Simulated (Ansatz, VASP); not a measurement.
## Two plane-wave programs on Ga3Sb

```
Ga Sb
1.0
    -2.10642    2.10642    4.51424
     2.10642   -2.10642    4.51424
     2.10642    2.10642   -4.51424
Ga Sb
3 1
Direct
  0.75000 0.25000 0.50000
  0.25000 0.75000 0.50000
  0.50000 0.50000 0.00000
  0.00000 0.00000 0.00000
```

Alike in both runs: functional LDA; k mesh 14 × 14 × 14; occupations gaussian, width 0.1 eV; no spin polarisation.

Ansatz relaxed the structure, and its values are those at the end. VASP's run is a single point on that final structure, the one shown.

```csv
,VASP,Ansatz
version,VASP 6.6.1,Ansatz 0.2.0
potentials or method,"VASP PAW LDA potentials, release 64 (Ga_d, Sb), cutoff 520 eV","scalar-relativistic, plane waves, PAW"
valence electrons in the cell,44,54
```

VASP gave:

| Property | Result |
| --- | --- |
| gap on the k mesh at the Fermi level (eV) | none |
| pressure (GPa) | 0.1 |

Task: What did Ansatz give for the same quantities?

Result: gap on the k mesh at the Fermi level (eV): none; pressure (GPa): 0.0.

LDA's correlation is that of Perdew and Zunger in VASP and of Perdew and Wang (1992) in Ansatz. A gap of «none» marks a metal or a gap that the smearing closes. VASP's potentials hold 44 valence electrons a cell and Ansatz's 54, so a difference there can come from the potentials and not from the codes.

Neither program's run includes spin-orbit coupling.
